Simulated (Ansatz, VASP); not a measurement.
## MgS: VASP beside Ansatz

File POSCAR:

```
MgS
1.0
    3.2628174072      0.0000000000      0.0000000000
    0.0000000000      3.2628174072      0.0000000000
    0.0000000000      0.0000000000      3.2628174072
Mg S
1 1
Direct
    0.0000000000      0.0000000000      0.0000000000
    0.5000000000      0.5000000000      0.5000000000
```

Contents of INCAR.step1:

```
SYSTEM = MgS
PREC     = Accurate       ! precision mode
ENCUT    = 520            ! plane-wave cutoff, eV
EDIFF    = 1E-5           ! SCF threshold, eV
ISMEAR   = -1             ! smearing method
SIGMA    = 0.02           ! smearing width, eV
LREAL    = .FALSE.        ! projectors in reciprocal space
LASPH    = .TRUE.         ! aspherical terms in the spheres
NELM     = 100            ! most SCF steps
ALGO     = Normal         ! electronic algorithm
ISIF     = 2              ! what is computed and relaxed
LWAVE    = .TRUE.         ! write WAVECAR
GGA      = PE             ! functional
NBANDS   = 11             ! bands
```

Contents of INCAR.step2:

```
SYSTEM = MgS
PREC     = Accurate       ! precision mode
ENCUT    = 520            ! plane-wave cutoff, eV
EDIFF    = 1E-6           ! SCF threshold, eV
ISMEAR   = -1             ! smearing method
SIGMA    = 0.02           ! smearing width, eV
LREAL    = .FALSE.        ! projectors in reciprocal space
LASPH    = .TRUE.         ! aspherical terms in the spheres
NELM     = 100            ! most SCF steps
ALGO     = Normal         ! electronic algorithm
ISIF     = 2              ! what is computed and relaxed
LWAVE    = .FALSE.        ! write WAVECAR
LCHARG   = .TRUE.         ! write CHGCAR
GGA      = PE             ! functional
LHFCALC  = .TRUE.         ! exact exchange
HFSCREEN = 0.2079         ! screening, 1/A
PRECFOCK = Normal       
LELF     = .TRUE.         ! ELF
LVHAR    = .TRUE.       
ISTART   = 1            
NBANDS   = 11             ! bands
```

The input KPOINTS:

```
regular mesh
0
G
  4 4 4
  0 0 0
```

Input for Ansatz:

```yaml
crystal:
  lattice:
    - [3.2628174072, 0.0, 0.0]
    - [0.0, 3.2628174072, 0.0]
    - [0.0, 0.0, 3.2628174072]
  atoms:
    - { symbol: Mg, position: [0.0, 0.0, 0.0] }
    - { symbol: S, position: [0.5, 0.5, 0.5] }
kpoints:
  mp_grid: { grid: [4, 4, 4] }
hamiltonian:
  xc: hse06
scf:
  occupations: { method: fermi_dirac, width: 0.02 }
  n_extra_bands: 4
output:
  forces: true
  stress: true
  eigenvalues: true
```

Alike in both runs: task single point; functional HSE06; k mesh 4 × 4 × 4; occupations fermi-dirac, width 0.02 eV; no spin polarisation.

```csv
,VASP,Ansatz
version,VASP 6.6.1,Ansatz 0.2.0
potentials or method,"VASP PAW PBE potentials, release 64 (Mg, S)","plane waves, PAW"
plane-wave cutoff (eV),520,420
valence electrons in the cell,8,16
```

VASP gave:

* pressure (GPa): -0.7

Task: Estimate Ansatz's values.

Result: Pressure (GPa): 0.0.

With one functional, cell and mesh, what is left measures potentials, basis and numerics. VASP's potentials hold 8 valence electrons a cell and Ansatz's 16, so a difference there can come from the potentials and not from the codes. Ansatz's warnings: stress exchange threshold loose, stress scf threshold loose.

The k mesh is coarse, so the values compare programs but aren't converged.
